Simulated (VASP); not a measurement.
# Mg5Se (P-3m1) in VASP: further runs

Runs on Mg5Se. Level: PBE. Tasks: single point, relaxation of shape and atoms at fixed volume, relaxation of cell and atoms.

Program: VASP 6.6.1. These are calculated values, not measurements. Logs are shortened: lines on timing, memory, paths and dates and some standing lists are left out, and cuts for length are marked.

### 1 The cell of the first run

It takes space group P-3m1 (No. 164, trigonal). The conventional cell has a = 3.454 Å, b = 3.454 Å, c = 12.919 Å, α = 90.00°, β = 90.00°, γ = 120.00°. Mg (site symmetry 3m) has 3 Se at 2.60 Å and 9 Mg at 3.12 to 3.45 Å within 3.5 Å. Within 4.1 Å of Mg (site symmetry 3m) lie 12 Mg at 3.11 to 3.45 Å. Mg (site symmetry -3m) has 12 Mg at 3.11 to 3.45 Å within 4.1 Å. Se (site symmetry -3m) has 6 Mg at 2.60 Å and 6 Se at 3.45 Å within 3.5 Å.

### 2 Single point, PBE (22.25 Å³/atom)

INCAR

```
ALGO     = Normal         # electronic algorithm
EDIFF    = 1E-6           # SCF threshold, eV
ENCUT    = 520            # plane-wave cutoff, eV
GGA      = PE             # functional
ISIF     = 2              # what is computed and relaxed
ISMEAR   = 0              # smearing method
LASPH    = T              # aspherical terms in the spheres
LCHARG   = F              # write CHGCAR
LREAL    = F              # projectors in reciprocal space
LWAVE    = F              # write WAVECAR
NBANDS   = 17             # bands
NELM     = 60             # most SCF steps
PREC     = Accurate       # precision mode
SIGMA    = 0.1            # smearing width, eV
```

KPOINTS

```
k-points
0
Gamma
  12 12 4
```

POSCAR

```
Mg5Se
1.0
    3.4541271650      0.0000000000      0.0000000000
   -1.7270635825      2.9913618728      0.0000000000
    0.0000000000      0.0000000000     12.9192933701
Mg Se
5 1
Direct
    0.6666666667      0.3333333333      0.8704120818
    0.3333333333      0.6666666667      0.1295879182
    0.3333333333      0.6666666667      0.6848803626
    0.0000000000      0.0000000000      0.5000000000
    0.6666666667      0.3333333333      0.3151196374
    0.0000000000      0.0000000000      0.0000000000
```

Potentials or basis: VASP PAW PBE potentials, release 64 (Mg, Se).

Run with:

```bash
$ cat potpaw_PBE.64/Mg/POTCAR potpaw_PBE.64/Se/POTCAR > POTCAR
$ mpirun -np 1 vasp_std > vasp.out
```

OUTCAR:

```text
EDIFF = 1E-6
   ENCUT = 520
   GGA = PE
   ISIF = 2
   ISMEAR = 0
   LASPH = T
   LREAL = F
   NELM = 60
   PREC = Accurate

 ion  position               nearest neighbor table
   1  0.667  0.333  0.870-   6 2.60   6 2.60   6 2.60   3 3.12   3 3.12   3 3.12
   2  0.333  0.667  0.130-   6 2.60   6 2.60   6 2.60   5 3.12   5 3.12   5 3.12
   3  0.333  0.667  0.685-   4 3.11   4 3.11   4 3.11   1 3.12   1 3.12   1 3.12
   4  0.000  0.000  0.500-   3 3.11   5 3.11   5 3.11   3 3.11   5 3.11   3 3.11
   5  0.667  0.333  0.315-   4 3.11   4 3.11   4 3.11   2 3.12   2 3.12   2 3.12
   6  0.000  0.000  0.000-   1 2.60   2 2.60   1 2.60   2 2.60   1 2.60   2 2.60

  LATTYP: Found a hexagonal cell.
 ALAT       =     3.4541271650
 C/A-ratio  =     3.7402483328

  Lattice vectors:

 A1 = (   3.4541271650,   0.0000000000,   0.0000000000)
 A2 = (  -1.7270635825,   2.9913618728,   0.0000000000)
 A3 = (   0.0000000000,   0.0000000000,  12.9192933701)

Analysis of symmetry for initial positions (statically):
=====================================================================
 Subroutine PRICEL returns:
 Original cell was already a primitive cell.

 Routine SETGRP: Setting up the symmetry group for a
 hexagonal supercell.

 Subroutine GETGRP returns: Found 12 space group operations
 (whereof 12 operations were pure point group operations)
 out of a pool of 24 trial point group operations.

The static configuration has the point symmetry D_3d.

Analysis of symmetry for dynamics (positions and initial velocities):
=====================================================================
 Subroutine PRICEL returns:
 Original cell was already a primitive cell.

 Routine SETGRP: Setting up the symmetry group for a
 hexagonal supercell.

 Subroutine GETGRP returns: Found 12 space group operations
 (whereof 12 operations were pure point group operations)
 out of a pool of 24 trial point group operations.

The dynamic configuration has the point symmetry D_3d.

 Subroutine INISYM returns: Found 12 space group operations
 (whereof 12 operations are pure point group operations),
 and found     1 'primitive' translations

----------------------------------------------------------------------------------------

                                     Primitive cell

  volume of cell :     133.4892

  direct lattice vectors                    reciprocal lattice vectors
     3.454127165  0.000000000  0.000000000     0.289508739  0.167147948  0.000000000
    -1.727063583  2.991361873  0.000000000     0.000000000  0.334295897  0.000000000
[... 100 lines left out ...]
   ISYM   =      2    0-nonsym 1-usesym 2-fastsym
   POTIM  = 0.5000    time-step for ionic-motion
   TEBEG  =    0.0;   TEEND  =   0.0 temperature during run
   PSTRESS=    0.0 pullay stress
   NELECT =      16.0000    total number of electrons
   NUPDOWN=      -1.0000    fix difference up-down
   EMIN   =  10.00;   EMAX   =-10.00  energy-range for DOS
   EFERMI =   0.00;   METHOD = LEGACY
   ISMEAR =     0;   SIGMA  =   0.10  broadening in eV -4-tet -1-fermi 0-gaus
   EFERMI_NEDOS =   21; number of points for ismear=-14 and -15
   IALGO  =     38    algorithm
   IMIX   =      4    mixing-type and parameters
     AMIX     =   0.40;   BMIX     =  1.00
     AMIX_MAG =   1.60;   BMIX_MAG =  1.00
  volume/ion in A,a.u.               =      22.25       150.14
  Fermi-wavevector in a.u.,A,eV,Ry     =   0.807172  1.525334  8.864560  0.651527
  Thomas-Fermi vector in A             =   1.915742
   LORBIT       =      0    0 simple, 1 ext, 2 COOP (PROOUT), +10 PAW based schemes
   GGA     = PE    functional components
   LHFCALC =     F    Hartree Fock is set to
   AEXX    =    0.0000 exact exchange contribution
   IVDW    =     0    specifies the selected vdW correction
   LEPSILON=     F    determine dielectric tensor
   LRPA    =     F    only Hartree local field effects (RPA)
 non-spin polarized calculation
 Gauss-broadening in eV      SIGMA  =   0.10
  energy-cutoff  :      520.00
  volume of cell :      133.49
 maximum number of plane-waves:      3638
 NGX is ok and might be reduce to    28
   NGX = 13   NGY = 13   NGZ = 49

 number of electron      15.9999999 magnetization

 Free energy of the ion-electron system (eV)
  ---------------------------------------------------
  ext. energy  EPLUGINS =         0.00000000
  ---------------------------------------------------
  free energy    TOTEN  =       -12.30294899 eV

  energy without entropy =      -12.29167277  energy(sigma->0) =      -12.29731088

 E-fermi :   3.0529     XC(G=0):  -8.7513

 val. band max:        3.0368985082   @ k =   0.5000   0.0000   0.0000
 cond. band min:       3.0566633147   @ k =   0.1667   0.1667   0.0000
 fundamental gap:      0.0197648065
 Fermi energy:         3.0529302854

 k-point     1 :       0.0000    0.0000    0.0000
  band No.  band energies     occupation
      1     -11.2642      2.00000
      2      -3.6006      2.00000
      3      -3.1919      2.00000
      4      -1.4334      2.00000
      5      -0.9666      2.00000
      6       2.1373      2.00000
[... 457 lines left out ...]
      4      -1.4998      2.00000
      5      -0.0164      2.00000
      6       0.8666      2.00000
[... 9 lines left out ...]
     16      10.0987      0.00000
     17      10.4903      0.00000

 [... further k-points ...]

------------------------ aborting loop because EDIFF is reached ----------------------------------------

  FORCE on cell =-STRESS in cart. coord.  units (eV):
  Direction    XX          YY          ZZ          XY          YZ          ZX
  --------------------------------------------------------------------------------------
  -------------------------------------------------------------------------------------
  Total        3.1522065      3.1522065      3.1361157      0.0000000      0.0000000      0.0000000
  in kB       37.8337339     37.8337339     37.6406077      0.0000000      0.0000000      0.0000000
  external PRESSURE =      37.7693585 kB  Pullay stress =       0.0000000 kB

 VOLUME and BASIS-vectors are now :
 -----------------------------------------------------------------------------
  energy-cutoff  :      520.00
  volume of cell :      133.49
      direct lattice vectors                 reciprocal lattice vectors
     3.454127165  0.000000000  0.000000000     0.289508739  0.167147948  0.000000000
    -1.727063583  2.991361873  0.000000000     0.000000000  0.334295897  0.000000000
     0.000000000  0.000000000 12.919293370     0.000000000  0.000000000  0.077403614

 POSITION                                       TOTAL-FORCE (eV/Angst)
 -----------------------------------------------------------------------------------
      1.72706      0.99712     11.24511         0.000000     -0.000000     -0.001000
     -0.00000      1.99424      1.67418         0.000000      0.000000      0.001000
     -0.00000      1.99424      8.84817         0.000000      0.000000     -0.000063
      0.00000      0.00000      6.45965        -0.000000      0.000000      0.000000
      1.72706      0.99712      4.07112        -0.000000     -0.000000      0.000063
      0.00000      0.00000      0.00000        -0.000000      0.000000      0.000000
 -----------------------------------------------------------------------------------
    total drift:                                0.000000      0.000000      0.000000

  FREE ENERGIE OF THE ION-ELECTRON SYSTEM (eV)
  ---------------------------------------------------
  free  energy   TOTEN  =       -12.3029489917 eV

  energy  without entropy=      -12.2916727653  energy(sigma->0) =      -12.29731088
```

Run time: 73 s. Hardware: 1 thread of Intel Xeon 6975P-C (Granite Rapids), shared host; peak memory 0.34 GiB.

What came out:

* Free energy: -12.3029 eV
* Pressure: 3.8 GPa
* Band gap on the k mesh: zero (bands 8 and 9 overlap by 1.51 eV)

Levels at points of the mesh, in eV from the Fermi level:
| k point | band 6 | band 7 | band 8 | band 9 | band 10 | band 11 |
| --- | --- | --- | --- | --- | --- | --- |
| (0.00, 0.00, 0.00) | -0.92 | -0.31 | -0.31 | 0.62 | 4.92 | 5.01 |
| (0.50, 0.00, 0.00) | -1.74 | -1.68 | -0.95 | -0.02 | 0.01 | 1.01 |
| (0.00, 0.00, 0.50) | -2.22 | -0.31 | -0.31 | 2.21 | 2.90 | 5.19 |
| (0.50, 0.00, 0.50) | -1.74 | -1.36 | -1.19 | -0.80 | 0.90 | 1.51 |

Caveat: the cell stands under pressure.

### 3 Single point, PBE

This run uses another cell than the first one, of 24.45 Å³/atom.

INCAR

```
ALGO = Normal
EDIFF = 1E-6
ENCUT = 520
GGA = PE
ISIF = 2
ISMEAR = 0
LASPH = T
LCHARG = F
LREAL = F
LWAVE = F
NBANDS = 17
NELM = 80
PREC = Accurate
SIGMA = 0.1
```

KPOINTS is that of step 2.

POSCAR

```
Mg5Se
1.0
    3.5758118272      0.0000000000      0.0000000000
   -1.7879059136      3.0967438815      0.0000000000
    0.0000000000      0.0000000000     13.2472184937
Mg Se
5 1
Direct
    0.6666666667      0.3333333333      0.8736072738
    0.3333333333      0.6666666667      0.1263927262
    0.3333333333      0.6666666667      0.6866238402
    0.0000000000      0.0000000000      0.5000000000
    0.6666666667      0.3333333333      0.3133761598
    0.0000000000      0.0000000000      0.0000000000
```

Potentials or basis: VASP PAW PBE potentials, release 64 (Mg, Se).

Run with:

```bash
$ cat potpaw_PBE.64/Mg/POTCAR potpaw_PBE.64/Se/POTCAR > POTCAR
$ mpirun -np 1 vasp_std > vasp.out
```

It took 82 s on 1 thread of Intel Xeon 6975P-C (Granite Rapids), shared host; peak memory 0.35 GiB.

It converged, with:

| Quantity | Value |
| --- | --- |
| Free energy | -12.4429 eV |
| Pressure | -0.1 GPa |
| Band gap on the k mesh | zero (bands 8 and 9 overlap by 1.44 eV) |

Forces on the atoms (eV/Å):
```
Mg   0.000  0.000  0.003
Mg   0.000  0.000 -0.003
Mg   0.000  0.000  0.000
Mg   0.000  0.000  0.000
Mg   0.000  0.000  0.000
Se   0.000  0.000  0.000
```

Levels at points of the mesh, in eV from the Fermi level:
```csv
k point,band 6,band 7,band 8,band 9,band 10,band 11
"(0.00, 0.00, 0.00)",-0.81,-0.77,-0.77,0.54,4.16,4.74
"(0.50, 0.00, 0.00)",-1.95,-1.63,-0.86,0.00,0.02,0.92
"(0.00, 0.00, 0.50)",-2.07,-0.77,-0.77,2.09,2.63,4.61
"(0.50, 0.00, 0.50)",-1.89,-1.24,-1.16,-0.75,0.86,1.41
```

### 4 Relaxation of shape and atoms at fixed volume, PBE (22.25 Å³/atom)

INCAR

```
SYSTEM = Mg5Se
  ALGO = Normal
  EDIFF = 1E-6
  EDIFFG = -0.01
  ENCUT = 600
  GGA = PE
  IBRION = 2
  ISIF = 4
  ISMEAR = 0
  LASPH = .True.
  LCHARG = .False.
  LREAL = .False.
  LWAVE = .False.
  NELM = 80
  NSW = 50
  PREC = Accurate
  SIGMA = 0.1
```

KPOINTS

```
k-points
0
Gamma
  12 12 4
  0 0 0
```

POSCAR

```
Mg5Se
1.0
    3.4579353658      0.0000000000      0.0000000000
   -1.7289676829      2.9946598715      0.0000000000
    0.0000000000      0.0000000000     12.8908531784
Mg Se
5 1
Direct
    0.6666666667      0.3333333333      0.8715115852
    0.3333333333      0.6666666667      0.1284884148
    0.3333333333      0.6666666667      0.6854714592
    0.0000000000      0.0000000000      0.5000000000
    0.6666666667      0.3333333333      0.3145285408
    0.0000000000      0.0000000000      0.0000000000
```

Run with:

```bash
$ cat potpaw_PBE.64/Mg/POTCAR potpaw_PBE.64/Se/POTCAR > POTCAR
$ mpirun -np 1 vasp_std > vasp.out
```

Wall time 3.4 min (1 thread of Intel Xeon 6975P-C (Granite Rapids), shared host); peak memory 0.39 GiB.

The run converged. Its results:

```yaml
Free_energy: -12.3033 eV
Energy_gained_by_relaxing: 0.3 meV/atom
Ionic_steps: 6
Pressure_after_relaxing: 3.8 GPa
Largest_force_after_relaxing: 0.009 eV/Å
Band_gap_on_the_k_mesh: zero (bands 8 and 9 overlap by 1.51 eV)
```

Forces in eV/Å, atoms in the order of the input:
```
Mg   0.000  0.000  0.005
Mg   0.000  0.000 -0.005
Mg   0.000  0.000 -0.009
Mg   0.000  0.000  0.000
Mg   0.000  0.000  0.009
Se   0.000  0.000  0.000
```

The path:
```
step  energy change (eV)  largest force (eV/Å)  pressure (GPa)  volume (Å³)
   1              0.0000                0.1220            3.93       133.49
   2             -0.0014                0.0636            3.85       133.49
   3             -0.0018                0.0256            3.78       133.49
   4             -0.0018                0.0241            3.79       133.49
   5             -0.0019                0.0203            3.79       133.49
   6             -0.0020                0.0089            3.78       133.49
```

Final structure:
```yaml
crystal:
  lattice:
    - [3.45528, 0.00000, 0.00000]
    - [-1.72764, 2.99236, 0.00000]
    - [0.00000, 0.00000, 12.91065]
  atoms:
    - { symbol: Mg, position: [0.66667, 0.33333, 0.87037] }
    - { symbol: Mg, position: [0.33333, 0.66667, 0.12963] }
    - { symbol: Mg, position: [0.33333, 0.66667, 0.68502] }
    - { symbol: Mg, position: [0.00000, 0.00000, 0.50000] }
    - { symbol: Mg, position: [0.66667, 0.33333, 0.31498] }
    - { symbol: Se, position: [0.00000, 0.00000, 0.00000] }
```

Levels at points of the mesh, in eV from the Fermi level:
```csv
k point,band 4,band 5,band 6,band 7,band 8,band 9,band 10,band 11,band 12
"(0.00, 0.00, 0.00)",-4.48,-4.02,-0.91,-0.31,-0.31,0.63,4.91,5.03,6.22
"(0.50, 0.00, 0.00)",-2.13,-2.10,-1.74,-1.68,-0.95,-0.02,0.01,1.01,2.53
"(0.00, 0.00, 0.50)",-5.38,-2.75,-2.21,-0.31,-0.31,2.22,2.91,5.19,7.44
"(0.50, 0.00, 0.50)",-2.23,-1.98,-1.74,-1.36,-1.20,-0.80,0.90,1.52,2.06
```

### 5 Relaxation of cell and atoms, PBE

This run uses another cell than the first one, of 24.34 Å³/atom.

INCAR

```
ALGO = Normal
EDIFF = 1E-6
EDIFFG = -0.01
ENCUT = 600
GGA = PE
IBRION = 2
ISIF = 3
ISMEAR = 0
LASPH = True
LCHARG = False
LREAL = False
LWAVE = False
NELM = 60
NSW = 100
PREC = Accurate
SIGMA = 0.1
```

KPOINTS

```
k-points
0
Gamma
  12 12 4
```

POSCAR

```
Mg5Se
1.0
    3.6134196325      0.0000000000      0.0000000000
   -1.8067098162      3.1293131963      0.0000000000
    0.0000000000      0.0000000000     12.9176294677
Mg Se
5 1
Direct
    0.6666666667      0.3333333333      0.8715846501
    0.3333333333      0.6666666667      0.1284153499
    0.3333333333      0.6666666667      0.6834192522
    0.0000000000      0.0000000000      0.5000000000
    0.6666666667      0.3333333333      0.3165807478
    0.0000000000      0.0000000000      0.0000000000
```

Run with:

```bash
$ cat potpaw_PBE.64/Mg/POTCAR potpaw_PBE.64/Se/POTCAR > POTCAR
$ mpirun -np 1 vasp_std > vasp.out
```

Run time: 6.8 min. Hardware: 1 thread of Intel Xeon 6975P-C (Granite Rapids), shared host; peak memory 0.43 GiB.

Results (log left out):

| Quantity | Value |
| --- | --- |
| Free energy | -12.4432 eV |
| Relaxed volume | 24.39 Å³/atom |
| Relaxed cell | a = 3.573 Å, b = 3.573 Å, c = 13.233 Å, α = 90.00°, β = 90.00°, γ = 120.00° |
| Space group after relaxing (to 0.1 Å) | P-3m1 (No. 164) |
| Energy gained by relaxing | 4.1 meV/atom |
| Ionic steps | 10 |
| Pressure after relaxing | 0.0 GPa |
| Band gap on the k mesh | zero (bands 8 and 9 overlap by 1.45 eV) |

Step by step:
```
step  energy change (eV)  largest force (eV/Å)  pressure (GPa)  volume (Å³)
   1              0.0000                0.0798            0.14       146.07
   2             -0.0123                0.0776           -0.06       146.51
   3             -0.0191                0.1215           -0.35       147.16
   4             -0.0223                0.0631            0.01       145.88
   5             -0.0224                0.0619            0.07       145.65
   6             -0.0234                0.0520            0.07       145.83
   7             -0.0243                0.0291            0.05       146.24
   8             -0.0246                0.0105           -0.08       146.67
   9             -0.0246                0.0112           -0.08       146.66
  10             -0.0247                0.0006            0.00       146.33
```

Final structure:
```
Mg Se
1.0
     3.57328    0.00000    0.00000
    -1.78664    3.09455    0.00000
     0.00000    0.00000   13.23319
Mg Se
5 1
Direct
  0.66667 0.33333 0.87353
  0.33333 0.66667 0.12647
  0.33333 0.66667 0.68658
  0.00000 0.00000 0.50000
  0.66667 0.33333 0.31342
  0.00000 0.00000 0.00000
```

Levels at points of the mesh, in eV from the Fermi level:
```csv
k point,band 6,band 7,band 8,band 9,band 10,band 11
"(0.00, 0.00, 0.00)",-0.81,-0.76,-0.76,0.55,4.18,4.75
"(0.50, 0.00, 0.00)",-1.96,-1.64,-0.86,0.00,0.02,0.92
"(0.00, 0.00, 0.50)",-2.07,-0.76,-0.76,2.10,2.64,4.62
"(0.50, 0.00, 0.50)",-1.89,-1.25,-1.16,-0.75,0.87,1.41
```

### 6 Overview

| task | cell | cutoff (eV) | gap on the mesh (eV) | pressure (GPa) |
| --- | --- | --- | --- | --- |
| single point | a = 3.454, b = 3.454, c = 12.919 Å, angles 90.0, 90.0, 120.0°, 6 atoms, atomic positions A | 520 | none | 3.8 |
| single point | a = 3.576, b = 3.576, c = 13.247 Å, angles 90.0, 90.0, 120.0°, 6 atoms, atomic positions B | 520 | none | -0.1 |
| relaxation of shape and atoms at fixed volume | relaxed from a = 3.458, b = 3.458, c = 12.891 Å, angles 90.0, 90.0, 120.0°, 6 atoms, atomic positions C | 600 | none | 3.8 |
| relaxation of cell and atoms | relaxed from a = 3.613, b = 3.613, c = 12.918 Å, angles 90.0, 90.0, 120.0°, 6 atoms, atomic positions D | 600 | none | 0.0 |

Alike in all rows: level PBE; potentials or basis VASP PAW PBE potentials, release 64 (Mg, Se); no spin polarisation; k mesh 12 × 12 × 4; smearing gaussian 0.1 eV.

Caveats: the cell stands under pressure (at least some runs).

Total energies depend on the potentials used, so only differences within one code and one set of settings carry meaning.

The gap in the log of VASP goes by the Fermi energy; the results here count the filled bands.